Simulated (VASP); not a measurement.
Runs of VASP 6.6.1 on HfO2. The structure is that of space group P4_2/nmc (No. 137), or close to it. The cells are those of the table. 

| cell | gap on the mesh (eV) | pressure (GPa) | largest force (eV/Å) |
| --- | --- | --- | --- |
| a = 3.505, b = 3.505, c = 5.331 Å, 6 atoms | 4.52 | -0.5 | 0.12 |
| a = 3.611, b = 3.611, c = 5.020 Å, 6 atoms | 4.09 | (a) | (c) |
| a = 3.451, b = 3.451, c = 5.497 Å, 6 atoms | 4.35 | 0.7 | 0.38 |
| a = 3.558, b = 3.558, c = 5.172 Å, 6 atoms | 4.63 | -1.6 | 0.06 |
| a = 3.665, b = 3.665, c = 4.875 Å, 6 atoms | 3.44 | (b) | 0.25 |

Alike in all rows: task single point; level PBEsol; potentials or basis VASP PAW PBE potentials, release 64 (Hf_pv, O); no spin polarisation; k mesh 6 × 6 × 4; cutoff (eV) 600; smearing gaussian 0.02 eV.

Problem. Fill in the values left out.

Solution. (a) -2.6; (b) -3.3; (c) 0.18.

Caveats: the PAW data sets were made with another functional, which shifts forces and pressure a little; spin-orbit coupling is left out, which moves the levels of the heavy elements.

A k mesh can miss the band edges, and the runs leave out spin-orbit coupling on Hf.
